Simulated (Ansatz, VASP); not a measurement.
## Ge2Sb2Te5 in VASP and in Ansatz

Contents of INCAR:

```
SYSTEM = Ge2Sb2Te5
PREC = Accurate
ENCUT = 520
EDIFF = 1E-7
ISMEAR = 0
SIGMA = 0.03
LREAL = .False.
LASPH = .True.
NELM = 60
ALGO = Normal
ISIF = 2
LWAVE = .False.
LCHARG = .True.
GGA = PE
LELF = .True.
LVHAR = .True.
NBANDS = 44
```

KPOINTS

```
Automatic mesh
0
Gamma
  12 12 2
  0 0 0
```

File POSCAR:

```
Ge2Sb2Te5
1.0
    4.3747814453      0.0000000000      0.0000000000
   -2.1873907227      3.7886718677      0.0000000000
    0.0000000000      0.0000000000     18.5564531668
Ge Sb Te
2 2 5
Direct
    0.0000000000      0.0000000000      0.3314713560
    0.0000000000      0.0000000000      0.6685286440
    0.3333333333      0.6666666667      0.1121550832
    0.6666666667      0.3333333333      0.8878449168
    0.0000000000      0.0000000000      0.0000000000
    0.3333333333      0.6666666667      0.7913602895
    0.6666666667      0.3333333333      0.2086397105
    0.3333333333      0.6666666667      0.4097504733
    0.6666666667      0.3333333333      0.5902495267
```

Input for Ansatz:

```yaml
crystal:
  lattice:
    - [4.3747814453, 0.0, 0.0]
    - [-2.1873907227, 3.7886718677, 0.0]
    - [0.0, 0.0, 18.5564531668]
  atoms:
    - { symbol: Ge, position: [0.0, 0.0, 0.331471356] }
    - { symbol: Ge, position: [0.0, 0.0, 0.668528644] }
    - { symbol: Sb, position: [0.3333333333, 0.6666666667, 0.1121550832] }
    - { symbol: Sb, position: [0.6666666667, 0.3333333333, 0.8878449168] }
    - { symbol: Te, position: [0.0, 0.0, 0.0] }
    - { symbol: Te, position: [0.3333333333, 0.6666666667, 0.7913602895] }
    - { symbol: Te, position: [0.6666666667, 0.3333333333, 0.2086397105] }
    - { symbol: Te, position: [0.3333333333, 0.6666666667, 0.4097504733] }
    - { symbol: Te, position: [0.6666666667, 0.3333333333, 0.5902495267] }
basis:
  ecutwfc: 420
kpoints:
  mp_grid: { grid: [12, 12, 2] }
hamiltonian:
  xc: pbe
  pseudopotentials: { kind: paw, azcp: { folder: soft_1 } }
scf:
  occupations: { method: gaussian, width: 0.03 }
output:
  forces: true
  stress: true
  eigenvalues: true
  write_density: true
  write_potential: true
  elf: true
  volumetric_format: npy
```

Alike in both runs: task single point; functional PBE; k mesh 12 × 12 × 2; occupations gaussian, width 0.03 eV; no spin polarisation.

|  | VASP | Ansatz |
| --- | --- | --- |
| version | VASP 6.6.1 | Ansatz 0.2.0 |
| potentials or method | VASP PAW PBE potentials, release 64 (Ge_d, Sb, Te), cutoff 520 eV | scalar-relativistic, plane waves, PAW |
| valence electrons in the cell | 68 | 138 |

|  | VASP | Ansatz | Ansatz less VASP |
| --- | --- | --- | --- |
| gap on the k mesh at the Fermi level (eV) | 0.04 | 0.04 | -0.005 |
| least direct gap on the mesh (eV) | 0.04 | 0.04 | -0.005 |
| pressure (GPa) | -3.0 | -3.0 | +0.03 |
| traceless stress, the component that is largest in VASP (GPa) | 0.11 | 0.12 | +0.004 |
| rms of the force components (eV/Å) | 0.177 | 0.182 | +0.0047 |

Atom by atom the forces differ by 0.006 eV/Å (rms over components). The functional is the same, so the differences come from potentials, cutoffs and numerics. VASP's potentials hold 68 valence electrons a cell and Ansatz's 138, so a difference there can come from the potentials and not from the codes.

Neither program's run includes spin-orbit coupling.
